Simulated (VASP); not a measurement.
A run of VASP 6.6.1 is set up as follows.

The input INCAR:

```
SYSTEM = Tl
ALGO = Normal
EDIFF = 1E-7
ENCUT = 520
GGA = PS
ISIF = 2
ISMEAR = 0
LASPH = .True.
LCHARG = .True.
LELF = .True.
LREAL = .False.
LVHAR = .True.
LWAVE = .False.
NBANDS = 12
NELM = 60
PREC = Accurate
SIGMA = 0.15
```

Contents of KPOINTS:

```
k-points
0
Gamma
  18 18 18
  0 0 0
```

The input POSCAR:

```
Tl
1.0
   -1.8439500000      1.8439500000      1.8439500000
    1.8439500000     -1.8439500000      1.8439500000
    1.8439500000      1.8439500000     -1.8439500000
Tl
1
Direct
    0.0000000000      0.0000000000      0.0000000000
```

Potentials or basis: VASP PAW PBE potentials, release 64 (Tl_d).

The run is started by

```sh
$ cat potpaw_PBE.64/Tl_d/POTCAR > POTCAR
$ mpirun -np 1 vasp_std > vasp.out
```

What does it give for the band gap on the k mesh?

Zero (an odd number of electrons rules out a gap without spin polarisation).

What does it give for the pressure?

6.7 GPa.

Caveat: the cell differs from its parent crystal (strain -0.050 along x and y, -0.050 along z); the cell stands under pressure; the PAW data sets were made with another functional, which shifts forces and pressure a little; spin-orbit coupling is left out, which moves the levels of the heavy elements.
